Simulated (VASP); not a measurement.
Here is a VASP 6.6.1 calculation.

INCAR

```
SYSTEM = PbS
PREC     = Accurate       ! precision mode
ENCUT    = 520            ! plane-wave cutoff, eV
EDIFF    = 1E-6           ! SCF threshold, eV
ISMEAR   = 0              ! smearing method
SIGMA    = 0.1            ! smearing width, eV
LREAL    = .False.        ! projectors in reciprocal space
LASPH    = .True.         ! aspherical terms in the spheres
NELM     = 60             ! most SCF steps
ALGO     = Normal         ! electronic algorithm
ISIF     = 2              ! what is computed and relaxed
LWAVE    = .False.        ! write WAVECAR
LCHARG   = .False.        ! write CHGCAR
GGA      = PS             ! functional
NBANDS   = 17             ! bands
```

Contents of KPOINTS:

```
Automatic mesh
0
Gamma
  10 10 10
  0 0 0
```

File POSCAR:

```
PbS
1.0
    3.5884411868      0.0000000000      0.0000000000
    0.0000000000      3.9172704968      0.0000000000
    0.0000000000      0.0000000000      3.5884411868
Pb S
1 1
Direct
    0.0000000000      0.0000000000      0.0000000000
    0.5000000000      0.5000000000      0.5000000000
```

Potentials or basis: VASP PAW PBE potentials, release 64 (Pb_d, S).

Launch:

```console
$ cat potpaw_PBE.64/Pb_d/POTCAR potpaw_PBE.64/S/POTCAR > POTCAR
$ mpirun -np 1 vasp_std > vasp.out
```

(1) What does it give for the band gap on the k mesh?

(2) Estimate the pressure.

Answers

(1) zero (bands 10 and 11 overlap by 0.72 eV).

(2) -4.9 GPa.

Caveat: the cell differs from its parent crystal (strained); the stress differs along the axes, from -9 to -3 GPa; semilocal functionals underestimate gaps, and a narrow one can read as zero; the PAW data sets were made with another functional, which shifts forces and pressure a little; spin-orbit coupling is left out, which moves the levels of the heavy elements.
